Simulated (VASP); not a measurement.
# CoBrO (Pmmn) in VASP: single point with PBEsol

Aim: the single point of CoBrO with PBEsol.

Program: VASP 6.6.1. These are calculated values, not measurements. Logs are shortened: lines on timing, memory, paths and dates and some standing lists are left out, and cuts for length are marked.

### 1 The cell of the first run

The structure is orthorhombic, space group Pmmn (No. 59). The conventional cell has a = 3.396 Å, b = 3.688 Å, c = 8.305 Å, α = 90.00°, β = 90.00°, γ = 90.00°. Co (site symmetry mm2) has 4 O at 1.90 to 2.19 Å and 2 Br at 2.48 Å within 2.5 Å. Within 2.5 Å of O (site symmetry mm2) lie 4 Co at 1.90 to 2.19 Å. Br (site symmetry mm2) has 2 Co at 2.48 Å and 5 O at 3.18 to 3.38 Å and 2 Br at 3.40 Å within 3.4 Å.

### 2 Single point, PBEsol

INCAR

```
SYSTEM = CoBrO
PREC     = Accurate       ! precision mode
ENCUT    = 700            ! plane-wave cutoff, eV
EDIFF    = 1E-6           ! SCF threshold, eV
ISMEAR   = -1             ! smearing method
SIGMA    = 0.1            ! smearing width, eV
LREAL    = .False.        ! projectors in reciprocal space
LASPH    = .True.         ! aspherical terms in the spheres
NELM     = 120            ! most SCF steps
ALGO     = Normal         ! electronic algorithm
ISIF     = 2              ! what is computed and relaxed
LWAVE    = .False.        ! write WAVECAR
LCHARG   = .True.         ! write CHGCAR
GGA      = PS             ! functional
LELF     = .True.         ! ELF
LVHAR    = .True.       
NBANDS   = 39             ! bands
GGA_COMPAT= .False.
```

KPOINTS

```
regular mesh
0
Gamma
  5 5 2
  0 0 0
```

POSCAR

```
CoBrO
1.0
    3.6876610800      0.0000000000      0.0000000000
    0.0000000000      3.3955302700      0.0000000000
    0.0000000000      0.0000000000      8.3052698700
Co O Br
2 2 2
Direct
    0.2500000000      0.7500000000      0.1108000000
    0.7500000000      0.2500000000      0.8892000000
    0.2500000000      0.2500000000      0.9450000000
    0.7500000000      0.7500000000      0.0550000000
    0.2500000000      0.2500000000      0.3280000000
    0.7500000000      0.7500000000      0.6720000000
```

Potentials or basis: VASP PAW PBE potentials, release 64 (Co_sv, O, Br).

Launch:

```console
$ cat potpaw_PBE.64/Co_sv/POTCAR potpaw_PBE.64/O/POTCAR potpaw_PBE.64/Br/POTCAR > POTCAR
$ mpirun -np 1 vasp_std > vasp.out
```

OUTCAR:

```text
SYSTEM = CoBrO
   PREC = Accurate
   ENCUT = 700
   EDIFF = 1E-6
   ISMEAR = -1
   LREAL = .False.
   LASPH = .True.
   NELM = 120
   ISIF = 2
   GGA = PS

 ion  position               nearest neighbor table
   1  0.250  0.750  0.111-   4 1.90   4 1.90   3 2.19   3 2.19   5 2.48   5 2.48
   2  0.750  0.250  0.889-   3 1.90   3 1.90   4 2.19   4 2.19   6 2.48   6 2.48
   3  0.250  0.250  0.945-   2 1.90   2 1.90   1 2.19   1 2.19
   4  0.750  0.750  0.055-   1 1.90   1 1.90   2 2.19   2 2.19
   5  0.250  0.250  0.328-   1 2.48   1 2.48
   6  0.750  0.750  0.672-   2 2.48   2 2.48

  LATTYP: Found a simple orthorhombic cell.
 ALAT       =     3.3955302700
 B/A-ratio  =     1.0860339290
 C/A-ratio  =     2.4459419324

  Lattice vectors:

 A1 = (   0.0000000000,  -3.3955302700,   0.0000000000)
 A2 = (   3.6876610800,   0.0000000000,   0.0000000000)
 A3 = (   0.0000000000,   0.0000000000,   8.3052698700)

Analysis of symmetry for initial positions (statically):
=====================================================================
 Subroutine PRICEL returns:
 Original cell was already a primitive cell.

 Routine SETGRP: Setting up the symmetry group for a
 simple orthorhombic supercell.

 Subroutine GETGRP returns: Found  8 space group operations
 (whereof  2 operations were pure point group operations)
 out of a pool of  8 trial point group operations.

The static configuration has the point symmetry S_2 .
 The point group associated with its full space group is D_2h.

Analysis of symmetry for dynamics (positions and initial velocities):
=====================================================================
 Subroutine PRICEL returns:
 Original cell was already a primitive cell.

 Routine SETGRP: Setting up the symmetry group for a
 simple orthorhombic supercell.

 Subroutine GETGRP returns: Found  8 space group operations
 (whereof  2 operations were pure point group operations)
 out of a pool of  8 trial point group operations.

The dynamic configuration has the point symmetry S_2 .
 The point group associated with its full space group is D_2h.

 Subroutine INISYM returns: Found  8 space group operations
 (whereof  2 operations are pure point group operations),
 and found     1 'primitive' translations

----------------------------------------------------------------------------------------

                                     Primitive cell

  volume of cell :     103.9950

  direct lattice vectors                    reciprocal lattice vectors
     3.687661080  0.000000000  0.000000000     0.271174595  0.000000000  0.000000000
     0.000000000  3.395530270  0.000000000     0.000000000  0.294504811  0.000000000
     0.000000000  0.000000000  8.305269870     0.000000000  0.000000000  0.120405479

  length of vectors
     3.687661080  3.395530270  8.305269870     0.271174595  0.294504811  0.120405479

  position of ions in fractional coordinates (direct lattice)
     0.250000000  0.750000000  0.110800000
     0.750000000  0.250000000  0.889200000
     0.250000000  0.250000000  0.945000000
     0.750000000  0.750000000  0.055000000
     0.250000000  0.250000000  0.328000000
     0.750000000  0.750000000  0.672000000

  ion indices of the primitive-cell ions
   primitive index   ion index
                 1           1
                 2           2
                 3           3
                 4           4
                 5           5
                 6           6

----------------------------------------------------------------------------------------

 KPOINTS: regular mesh

Automatic generation of k-mesh.
 Grid dimensions read from file:
 generate k-points for:    5    5    2

 Generating k-lattice:

  Cartesian coordinates                     Fractional coordinates (reciprocal lattice)
     0.054234919  0.000000000  0.000000000     0.200000000  0.000000000  0.000000000
     0.000000000  0.058900962  0.000000000     0.000000000  0.200000000  0.000000000
     0.000000000  0.000000000  0.060202740     0.000000000  0.000000000  0.500000000

  Length of vectors
     0.054234919  0.058900962  0.060202740

  Shift w.r.t. Gamma in fractional coordinates (k-lattice)
     0.000000000  0.000000000  0.000000000

 Subroutine IBZKPT returns following result:
 ===========================================

 Found     18 irreducible k-points:

 Following reciprocal coordinates:
            Coordinates               Weight
  0.000000  0.000000  0.000000      1.000000
  0.200000  0.000000  0.000000      2.000000
  0.400000  0.000000  0.000000      2.000000
  0.000000  0.200000  0.000000      2.000000
  0.200000  0.200000  0.000000      4.000000
  0.400000  0.200000  0.000000      4.000000
[... 10 lines left out ...]
  0.200000  0.400000  0.500000      4.000000
  0.400000  0.400000  0.500000      4.000000
   k-points           NKPTS =     18   k-points in BZ     NKDIM =     18   number of bands    NBANDS=     39
   number of dos      NEDOS =    301   number of ions     NIONS =      6
   total plane-waves  NPLWV =  69120
   dimension x,y,z NGX =    32 NGY =   30 NGZ =   72
   dimension x,y,z NGXF=    64 NGYF=   60 NGZF=  144
   ions per type =               2   2   2
   NGX,Y,Z   is equivalent  to a cutoff of  14.43, 14.69, 14.41 a.u.
   NGXF,Y,Z  is equivalent  to a cutoff of  28.85, 29.38, 28.82 a.u.
 SYSTEM =  CoBrO
   PREC   = accura    normal or accurate (medium, high low for compatibility)
   ISTART =      0    job   : 0-new  1-cont  2-samecut
   ICHARG =      2    charge: 1-file 2-atom 10-const
   ISPIN  =      1    spin polarized calculation?
   LNONCOLLINEAR =      F non collinear calculations
   LSORBIT =      F    spin-orbit coupling
   LASPH  =      T    aspherical Exc in radial PAW
   ENCUT  =  700.0 eV  51.45 Ry    7.17 a.u.   7.96  7.33 17.92*2*pi/ulx,y,z
   NELM   =    120;   NELMIN=  2; NELMDL= -5     # of ELM steps
   EDIFF  = 0.1E-05   stopping-criterion for ELM
   LREAL  =      F    real-space projection
   EDIFFG = 0.1E-04   stopping-criterion for IOM
   NSW    =      0    number of steps for IOM
   IBRION =     -1    ionic relax: 0-MD 1-quasi-New 2-CG
   NFREE  =      0    steps in history (QN), initial steepest desc. (CG)
   ISIF   =      2    stress and relaxation
   ISYM   =      2    0-nonsym 1-usesym 2-fastsym
   POTIM  = 0.5000    time-step for ionic-motion
   TEBEG  =    0.0;   TEEND  =   0.0 temperature during run
   PSTRESS=    0.0 pullay stress
   NELECT =      60.0000    total number of electrons
   NUPDOWN=      -1.0000    fix difference up-down
   EMIN   =  10.00;   EMAX   =-10.00  energy-range for DOS
   EFERMI =   0.00;   METHOD = LEGACY
   ISMEAR =    -1;   SIGMA  =   0.10  broadening in eV -4-tet -1-fermi 0-gaus
   EFERMI_NEDOS =   21; number of points for ismear=-14 and -15
   IALGO  =     38    algorithm
   IMIX   =      4    mixing-type and parameters
     AMIX     =   0.40;   BMIX     =  1.00
     AMIX_MAG =   1.60;   BMIX_MAG =  1.00
  volume/ion in A,a.u.               =      17.33       116.97
  Fermi-wavevector in a.u.,A,eV,Ry     =   1.362870  2.575451 25.271664  1.857415
  Thomas-Fermi vector in A             =   2.489322
   LORBIT       =      0    0 simple, 1 ext, 2 COOP (PROOUT), +10 PAW based schemes
   GGA     = PS    functional components
   LHFCALC =     F    Hartree Fock is set to
   AEXX    =    0.0000 exact exchange contribution
   IVDW    =     0    specifies the selected vdW correction
   LEPSILON=     F    determine dielectric tensor
   LRPA    =     F    only Hartree local field effects (RPA)
 non-spin polarized calculation
  energy-cutoff  :      700.00
  volume of cell :      103.99
 maximum number of plane-waves:      4396
 NGX is ok and might be reduce to    32
   NGX = 15   NGY = 15   NGZ = 35

 number of electron      60.0000026 magnetization

 Free energy of the ion-electron system (eV)
  ---------------------------------------------------
  ext. energy  EPLUGINS =         0.00000000
  ---------------------------------------------------
  free energy    TOTEN  =       -32.97755403 eV

  energy without entropy =      -32.79504608  energy(sigma->0) =      -32.88630006

 E-fermi :   3.2411     XC(G=0): -10.0717

 val. band max:        3.2409948936   @ k =   0.2000   0.4000   0.5000
 cond. band min:       3.2493303896   @ k =   0.0000   0.4000   0.0000
 fundamental gap:      0.0083354960
 Fermi energy:         3.2411349085

 k-point     1 :       0.0000    0.0000    0.0000
  band No.  band energies     occupation
      1     -91.5356      2.00000
      2     -91.5340      2.00000
      3     -55.1007      2.00000
      4     -55.0920      2.00000
      5     -54.9111      2.00000
      6     -54.9017      2.00000
[... 31 lines left out ...]
     38      10.9915      0.00000
     39      11.8113      0.00000

 k-point     2 :       0.2000    0.0000    0.0000
  band No.  band energies     occupation
      1     -91.5354      2.00000
      2     -91.5341      2.00000
      3     -55.1009      2.00000
      4     -55.0939      2.00000
      5     -54.9101      2.00000
      6     -54.9026      2.00000
[... 31 lines left out ...]
     38      11.5075      0.00000
     39      12.1021      0.00000

 k-point     3 :       0.4000    0.0000    0.0000
  band No.  band energies     occupation
      1     -91.5350      2.00000
      2     -91.5345      2.00000
      3     -55.1002      2.00000
      4     -55.0977      2.00000
      5     -54.9075      2.00000
      6     -54.9046      2.00000
[... 31 lines left out ...]
     38      11.6921      0.00000
     39      12.5859      0.00000

 k-point     4 :       0.0000    0.2000    0.0000
  band No.  band energies     occupation
      1     -91.5353      2.00000
      2     -91.5340      2.00000
      3     -55.0997      2.00000
      4     -55.0928      2.00000
      5     -54.9100      2.00000
      6     -54.9025      2.00000
[... 31 lines left out ...]
     38      11.3408      0.00000
     39      12.6062      0.00000
[... 502 lines left out ...]
     38      11.7785      0.00000
     39      12.8962      0.00000

 k-point    17 :       0.2000    0.4000    0.5000
  band No.  band energies     occupation
      1     -91.5348      2.00000
      2     -91.5344      2.00000
      3     -55.0982      2.00000
      4     -55.0960      2.00000
      5     -54.9072      2.00000
      6     -54.9049      2.00000
[... 31 lines left out ...]
     38      11.5058      0.00000
     39      12.2147      0.00000

 k-point    18 :       0.4000    0.4000    0.5000
  band No.  band energies     occupation
      1     -91.5346      2.00000
      2     -91.5345      2.00000
      3     -55.0990      2.00000
      4     -55.0983      2.00000
      5     -54.9063      2.00000
      6     -54.9054      2.00000
[... 31 lines left out ...]
     38      10.3459      0.00000
     39      11.5869      0.00000

------------------------ aborting loop because EDIFF is reached ----------------------------------------

  FORCE on cell =-STRESS in cart. coord.  units (eV):
  Direction    XX          YY          ZZ          XY          YZ          ZX
  --------------------------------------------------------------------------------------
  -------------------------------------------------------------------------------------
  Total       -6.8147403     -9.8094729     -9.7359383      0.0000000      0.0000000      0.0000000
  in kB     -104.9899043   -151.1276387   -149.9947434      0.0000000      0.0000000      0.0000000
  external PRESSURE =    -135.3707622 kB  Pullay stress =       0.0000000 kB

 VOLUME and BASIS-vectors are now :
 -----------------------------------------------------------------------------
  energy-cutoff  :      700.00
  volume of cell :      103.99
      direct lattice vectors                 reciprocal lattice vectors
     3.687661080  0.000000000  0.000000000     0.271174595  0.000000000  0.000000000
     0.000000000  3.395530270  0.000000000     0.000000000  0.294504811  0.000000000
     0.000000000  0.000000000  8.305269870     0.000000000  0.000000000  0.120405479

 POSITION                                       TOTAL-FORCE (eV/Angst)
 -----------------------------------------------------------------------------------
      0.92192      2.54665      0.92022         0.000000     -0.000000     -0.506820
      2.76575      0.84888      7.38505         0.000000      0.000000      0.506820
      0.92192      0.84888      7.84848         0.000000     -0.000000      0.722253
      2.76575      2.54665      0.45679         0.000000      0.000000     -0.722253
      0.92192      0.84888      2.72413         0.000000      0.000000     -1.422371
      2.76575      2.54665      5.58114         0.000000      0.000000      1.422371
 -----------------------------------------------------------------------------------
    total drift:                                0.000000     -0.000000      0.000000

  FREE ENERGIE OF THE ION-ELECTRON SYSTEM (eV)
  ---------------------------------------------------
  free  energy   TOTEN  =       -32.9775540324 eV

  energy  without entropy=      -32.7950460830  energy(sigma->0) =      -32.88630006
```

Run time: 1.7 min. Hardware: 1 thread of Intel Xeon Platinum 8488C (Sapphire Rapids), shared host; peak memory 0.3 GiB.

What came out:

| Quantity | Value |
| --- | --- |
| Free energy | -32.9776 eV |
| Pressure | -13.5 GPa |
| Largest force | 1.422 eV/Å |
| Band gap on the k mesh | zero (bands 30 and 31 overlap by 0.33 eV) |

Forces on the atoms (eV/Å):
```
Co   0.000  0.000 -0.507
Co   0.000  0.000  0.507
O    0.000  0.000  0.722
O    0.000  0.000 -0.722
Br   0.000  0.000 -1.422
Br   0.000  0.000  1.422
```

Stress tensor (GPa, compression positive):
```
-10.50   0.00   0.00
  0.00 -15.11   0.00
  0.00   0.00 -15.00
```

Caveat: the k points lie up to 0.38 Å⁻¹ apart; the PAW data sets were made with another functional, which shifts forces and pressure a little; this functional lacks dispersion, which binds layers or chains, so the pressure and a relaxed spacing across them are unreliable; the run has no spin polarisation, though such a crystal can be magnetic; semilocal functionals often make such compounds metallic where correlation or magnetic order opens a gap, which also shifts bond lengths. With open d or f shells a metallic result of PBEsol can be an artefact of self-interaction; +U or a hybrid may open a gap.
